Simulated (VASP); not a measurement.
# Ir: single point with PBE

Ir:

```
Ir
1.0
     0.02903    1.93533    1.93533
     1.93533    0.02903    1.93533
     1.96436    1.96436    0.00000
Ir
1
Direct
  0.00000 0.00000 0.00000
```

This cell differs from its parent crystal: strain +0.0300 x Voigt [0, 0, 0, 0, 0, 1].

| Quantity | Value |
| --- | --- |
| Program | VASP 6.6.1 |
| Task | single point |
| Functional | PBE |
| Potentials or basis | VASP PAW PBE potentials, release 64 (Ir) |
| Cutoff | 520 eV |
| k mesh | 26 × 26 × 26 |
| Occupations | gaussian, width 0.15 eV |
| Spin | no spin polarisation |
| Dipole correction | no |
| Further INCAR settings | ALGO = Fast; EDIFF = 1e-07; NBANDS = 10 |

* Pressure: 0.9 GPa
* Band gap on the k mesh: zero (an odd number of electrons rules out a gap without spin polarisation)

Stress tensor (GPa, compression positive):
```
 1.10 -7.77  0.00
-7.77  1.10  0.00
 0.00  0.00  0.45
```

Levels at points of the mesh, in eV from the Fermi level:
| k point | band 1 | band 2 | band 3 | band 4 | band 5 | band 6 | band 7 | band 8 | band 9 |
| --- | --- | --- | --- | --- | --- | --- | --- | --- | --- |
| (0.00, 0.00, 0.00) | -10.84 | -3.94 | -3.75 | -3.49 | -1.12 | -1.12 | 14.38 | 19.37 | 19.85 |
| (0.50, 0.00, 0.00) | -7.79 | -4.04 | -3.66 | -0.52 | 0.80 | 1.04 | 7.28 | 13.81 | 19.15 |
| (0.50, 0.50, 0.00) | -7.62 | -7.06 | 0.85 | 1.43 | 1.44 | 1.73 | 10.20 | 11.06 | 12.20 |
| (0.00, 0.00, 0.50) | -7.86 | -3.98 | -3.59 | -0.82 | 0.71 | 0.95 | 6.83 | 14.06 | 19.56 |
| (0.50, 0.00, 0.50) | -7.61 | -7.05 | 0.81 | 1.42 | 1.47 | 1.74 | 10.23 | 11.62 | 11.63 |

Run time: 2.6 min on 1 thread of Intel(R) Xeon(R) 6975P-C (Granite Rapids), on a shared host, peak memory 0.47 GiB.

Caveat: the cell differs from its parent crystal (strain +0.0300 x Voigt [0, 0, 0, 0, 0, 1]); spin-orbit coupling is left out, which moves the levels of the heavy elements.
